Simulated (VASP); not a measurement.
Input of a VASP 6.6.1 run:

The input INCAR:

```
PREC = Accurate ; ENCUT = 520
EDIFF = 1E-6 ; ISMEAR = 0
SIGMA = 0.1 ; LREAL = F
LASPH = T ; NELM = 100
ALGO = Normal ; ISIF = 2
LWAVE = F ; LCHARG = F
GGA = PE ; NBANDS = 10
```

The input KPOINTS:

```
regular mesh
0
Gamma
  15 15 15
```

Contents of POSCAR:

```
Mg
1.0
    1.5405495024      0.8894366699      7.6787796628
   -1.5405495024      0.8894366699      7.6787796628
    0.0000000000     -1.7788733398      7.6787796628
Mg
3
Direct
    0.0000000000      0.0000000000      0.0000000000
    0.2139825745      0.2139825745      0.2139825745
    0.7860174255      0.7860174255      0.7860174255
```

Potentials or basis: VASP PAW PBE potentials, release 64 (Mg).

The run is started by

```bash
$ cat potpaw_PBE.64/Mg/POTCAR > POTCAR
$ mpirun -np 1 vasp_std > vasp.out
```

(1) Estimate the largest force.

(2) What does it give for the pressure?

(3) What does it give for the band gap on the k mesh?

## Answers

(1) 1.242 eV/Å.

(2) 5.0 GPa.

(3) zero (bands 3 and 4 overlap by 2.28 eV).

Caveat: the cell differs from its parent crystal (strained and its atoms moved); the cell stands under pressure; forces of over 1 eV/Å act on the atoms, so gaps and moduli don't describe the material at rest.
